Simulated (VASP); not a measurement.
# Rb (Cmcm) in VASP: single point with PBEsol

Aim: the single point of Rb with PBEsol.

Program: VASP 6.6.1. These are calculated values, not measurements. Logs are shortened: lines on timing, memory, paths and dates and some standing lists are left out, and cuts for length are marked.

## Step 1: The cell of the first run

The structure is orthorhombic, space group Cmcm (No. 63). Conventional cell: a = 4.467 Å, b = 15.102 Å, c = 4.646 Å, α = 90.00°, β = 90.00°, γ = 90.00°. Rb (site symmetry m2m) has 10 Rb at 4.47 to 4.84 Å within 5.9 Å.

## Step 2: Single point, PBEsol (78.35 Å³/atom)

INCAR reads:

```
SYSTEM = Rb
  PREC = Accurate
  ENCUT = 520
  EDIFF = 1E-6
  ISMEAR = 0
  SIGMA = 0.1
  LREAL = .FALSE.
  LASPH = .TRUE.
  NELM = 60
  ALGO = Fast
  ISIF = 2
  LWAVE = .FALSE.
  LCHARG = .TRUE.
  GGA = PS
  LELF = .TRUE.
  LVHAR = .TRUE.
  NBANDS = 26
```

KPOINTS reads:

```
regular mesh
0
G
  8 10 4
  0 0 0
```

POSCAR reads:

```
Rb
1.0
    4.6455372056      0.0000000000      0.0000000000
    0.0000000000      4.4668844083      0.0000000000
    0.0000000000      0.0000000000     15.1023170443
Rb
4
Direct
    0.2500000000      0.2500000000      0.8803099333
    0.2500000000      0.7500000000      0.3803099333
    0.7500000000      0.2500000000      0.6196900667
    0.7500000000      0.7500000000      0.1196900667
```

Potentials or basis: VASP PAW PBE potentials, release 64 (Rb_sv).

Started as:

```
> cat potpaw_PBE.64/Rb_sv/POTCAR > POTCAR
> mpirun -np 1 vasp_std > vasp.out
```

OUTCAR:

```text
SYSTEM = Rb
   PREC = Accurate
   ENCUT = 520
   EDIFF = 1E-6
   ISMEAR = 0
   LREAL = .FALSE.
   LASPH = .TRUE.
   NELM = 60
   ISIF = 2
   GGA = PS

 ion  position               nearest neighbor table
   1  0.250  0.250  0.880-   3 4.57   3 4.57   4 4.84   4 4.84   4 4.84   4 4.84
   2  0.250  0.750  0.380-   4 4.57   4 4.57   3 4.84   3 4.84   3 4.84   3 4.84
   3  0.750  0.250  0.620-   1 4.57   1 4.57   2 4.84   2 4.84   2 4.84   2 4.84
   4  0.750  0.750  0.120-   2 4.57   2 4.57   1 4.84   1 4.84   1 4.84   1 4.84

  LATTYP: Found a simple orthorhombic cell.
 ALAT       =     4.4668844083
 B/A-ratio  =     1.0399949452
 C/A-ratio  =     3.3809509412

  Lattice vectors:

 A1 = (   0.0000000000,  -4.4668844083,   0.0000000000)
 A2 = (   4.6455372056,   0.0000000000,   0.0000000000)
 A3 = (   0.0000000000,   0.0000000000,  15.1023170443)

Analysis of symmetry for initial positions (statically):
=====================================================================
 Subroutine PRICEL returns following result:

  LATTYP: Found a base centered orthorhombic cell.
 ALAT       =     4.4668844083
 B/A-ratio  =     3.3809509412
 C/A-ratio  =     1.0399949452

  Lattice vectors:

 A1 = (   0.0000000000,  -2.2334422042,   7.5511585221)
 A2 = (   0.0000000000,  -2.2334422042,  -7.5511585222)
 A3 = (   4.6455372056,   0.0000000000,   0.0000000000)

   2 primitive cells build up your supercell.

 Routine SETGRP: Setting up the symmetry group for a
 simple orthorhombic supercell.

 Subroutine GETGRP returns: Found  8 space group operations
 (whereof  2 operations were pure point group operations)
 out of a pool of  8 trial point group operations.

The static configuration has the point symmetry S_2 .
 The point group associated with its full space group is D_2h.

Analysis of symmetry for dynamics (positions and initial velocities):
=====================================================================
 Subroutine PRICEL returns following result:

  LATTYP: Found a base centered orthorhombic cell.
 ALAT       =     4.4668844083
 B/A-ratio  =     3.3809509412
 C/A-ratio  =     1.0399949452

  Lattice vectors:

 A1 = (   0.0000000000,  -2.2334422042,   7.5511585221)
 A2 = (   0.0000000000,  -2.2334422042,  -7.5511585222)
 A3 = (   4.6455372056,   0.0000000000,   0.0000000000)

   2 primitive cells build up your supercell.

[... 106 lines left out ...]
   ENCUT  =  520.0 eV  38.22 Ry    6.18 a.u.   8.64  8.31 28.08*2*pi/ulx,y,z
   NELM   =     60;   NELMIN=  2; NELMDL= -5     # of ELM steps
   EDIFF  = 0.1E-05   stopping-criterion for ELM
   LREAL  =      F    real-space projection
   EDIFFG = 0.1E-04   stopping-criterion for IOM
   NSW    =      0    number of steps for IOM
   IBRION =     -1    ionic relax: 0-MD 1-quasi-New 2-CG
   NFREE  =      0    steps in history (QN), initial steepest desc. (CG)
   ISIF   =      2    stress and relaxation
   ISYM   =      2    0-nonsym 1-usesym 2-fastsym
   POTIM  = 0.5000    time-step for ionic-motion
   TEBEG  =    0.0;   TEEND  =   0.0 temperature during run
   PSTRESS=    0.0 pullay stress
   NELECT =      36.0000    total number of electrons
   NUPDOWN=      -1.0000    fix difference up-down
   EMIN   =  10.00;   EMAX   =-10.00  energy-range for DOS
   EFERMI =   0.00;   METHOD = LEGACY
   ISMEAR =     0;   SIGMA  =   0.10  broadening in eV -4-tet -1-fermi 0-gaus
   EFERMI_NEDOS =   21; number of points for ismear=-14 and -15
   IALGO  =     68    algorithm
   IMIX   =      4    mixing-type and parameters
     AMIX     =   0.40;   BMIX     =  1.00
     AMIX_MAG =   1.60;   BMIX_MAG =  1.00
  volume/ion in A,a.u.               =      78.35       528.71
  Fermi-wavevector in a.u.,A,eV,Ry     =   0.795819  1.503880  8.616947  0.633328
  Thomas-Fermi vector in A             =   1.902221
   LORBIT       =      0    0 simple, 1 ext, 2 COOP (PROOUT), +10 PAW based schemes
   GGA     = PS    functional components
   LHFCALC =     F    Hartree Fock is set to
   AEXX    =    0.0000 exact exchange contribution
   IVDW    =     0    specifies the selected vdW correction
   LEPSILON=     F    determine dielectric tensor
   LRPA    =     F    only Hartree local field effects (RPA)
 non-spin polarized calculation
 RMM-DIIS sequential band-by-band and
 Gauss-broadening in eV      SIGMA  =   0.10
  energy-cutoff  :      520.00
  volume of cell :      313.39
 maximum number of plane-waves:      8480
 NGX is ok and might be reduce to    36
   NGX = 17   NGY = 17   NGZ = 57

 number of electron      36.0000000 magnetization

 Free energy of the ion-electron system (eV)
  ---------------------------------------------------
  ext. energy  EPLUGINS =         0.00000000
  ---------------------------------------------------
  free energy    TOTEN  =        -3.93147296 eV

  energy without entropy =       -3.91231301  energy(sigma->0) =       -3.92189298

 E-fermi :   0.3113     XC(G=0):  -5.9038

 val. band max:        0.3105779093   @ k =   0.1250   0.4000   0.0000
 cond. band min:       0.3193904959   @ k =   0.1250   0.5000   0.2500
 fundamental gap:      0.0088125866
 Fermi energy:         0.3112854076

 k-point     1 :       0.0000    0.0000    0.0000
  band No.  band energies     occupation
      1     -28.5292      2.00000
      2     -28.5246      2.00000
      3     -28.5240      2.00000
      4     -28.5194      2.00000
      5     -12.7245      2.00000
      6     -12.6469      2.00000
[... 685 lines left out ...]
     25       2.1869      0.00000
     26       2.3781      0.00000

 [... further k-points ...]

------------------------ aborting loop because EDIFF is reached ----------------------------------------

  FORCE on cell =-STRESS in cart. coord.  units (eV):
  Direction    XX          YY          ZZ          XY          YZ          ZX
  --------------------------------------------------------------------------------------
  -------------------------------------------------------------------------------------
  Total        0.8502644      0.8149262      0.8770336      0.0000000      0.0000000      0.0000000
  in kB        4.3469068      4.1662432      4.4837622      0.0000000      0.0000000      0.0000000
  external PRESSURE =       4.3323041 kB  Pullay stress =       0.0000000 kB

 VOLUME and BASIS-vectors are now :
 -----------------------------------------------------------------------------
  energy-cutoff  :      520.00
  volume of cell :      313.39
      direct lattice vectors                 reciprocal lattice vectors
     4.645537206  0.000000000  0.000000000     0.215260358  0.000000000  0.000000000
     0.000000000  4.466884408  0.000000000     0.000000000  0.223869684  0.000000000
     0.000000000  0.000000000 15.102317044     0.000000000  0.000000000  0.066215005

 POSITION                                       TOTAL-FORCE (eV/Angst)
 -----------------------------------------------------------------------------------
      1.16138      1.11672     13.29472        -0.000000      0.000000     -0.001383
      1.16138      3.35016      5.74356        -0.000000      0.000000     -0.001383
      3.48415      1.11672      9.35876         0.000000     -0.000000      0.001383
      3.48415      3.35016      1.80760         0.000000     -0.000000      0.001383
 -----------------------------------------------------------------------------------
    total drift:                                0.000000     -0.000000     -0.000000

  FREE ENERGIE OF THE ION-ELECTRON SYSTEM (eV)
  ---------------------------------------------------
  free  energy   TOTEN  =        -3.9314729587 eV

  energy  without entropy=       -3.9123130057  energy(sigma->0) =       -3.92189298
```

stdout:

```text
POSCAR found type information on POSCAR Rb
 POSCAR found :  1 types and       4 ions
 scaLAPACK will be used
 -----------------------------------------------------------------------------
|                                                                             |
|                                                                             |
|     You enforced a specific xc type in the INCAR file but a different       |
|     I HOPE YOU KNOW WHAT YOU ARE DOING!                                     |
|                                                                             |
 -----------------------------------------------------------------------------

 LDA part: xc-table for (Slater+PW92), standard interpolation
 POSCAR, INCAR and KPOINTS ok, starting setup
 FFT: planning ... GRIDC
 FFT: planning ... GRID_SOFT
 FFT: planning ... GRID
 WAVECAR not read
 entering main loop
WARNING in EDDRMM: call to ZHEGV failed, returncode =   8  4     25
WARNING in EDDRMM: call to ZHEGV failed, returncode =   8  4     17
WARNING in EDDRMM: call to ZHEGV failed, returncode =   6  3     18
WARNING in EDDRMM: call to ZHEGV failed, returncode =   6  3     17
```

Run time: 6.3 min. Hardware: 1 thread of Intel Xeon 6975P-C (Granite Rapids), shared host; peak memory 0.72 GiB.

What came out:

- Free energy: -3.9315 eV
- Pressure: 0.4 GPa
- Band gap on the k mesh: zero (bands 18 and 19 overlap by 2.13 eV)

Levels at points of the mesh, in eV from the Fermi level:
```tsv
k point	band 14	band 15	band 16	band 17	band 18	band 19	band 20	band 21	band 22	band 23
(0.00, 0.00, 0.00)	-12.86	-12.86	-12.85	-2.19	-1.42	-1.30	0.23	0.95	2.12	2.20
(0.50, 0.00, 0.00)	-12.85	-12.85	-12.85	-0.19	-0.19	0.07	0.07	0.72	0.72	1.50
(0.00, 0.50, 0.00)	-12.88	-12.86	-12.86	-0.13	-0.13	0.46	0.46	0.50	0.50	1.80
(0.50, 0.50, 0.00)	-12.90	-12.90	-12.90	0.83	0.83	0.83	0.83	1.78	1.78	1.78
(0.00, 0.00, 0.50)	-12.87	-12.85	-12.85	-1.97	-1.97	-0.48	-0.48	1.60	1.60	2.19
(0.50, 0.00, 0.50)	-12.85	-12.85	-12.85	-0.09	-0.09	-0.09	-0.09	1.07	1.07	1.07
(0.00, 0.50, 0.50)	-12.88	-12.86	-12.86	-0.12	-0.12	0.30	0.30	0.72	0.72	1.57
(0.50, 0.50, 0.50)	-12.90	-12.90	-12.90	0.83	0.83	0.83	0.83	1.76	1.76	1.76
```

Caveat: the PAW data sets were made with another functional, which shifts forces and pressure a little.
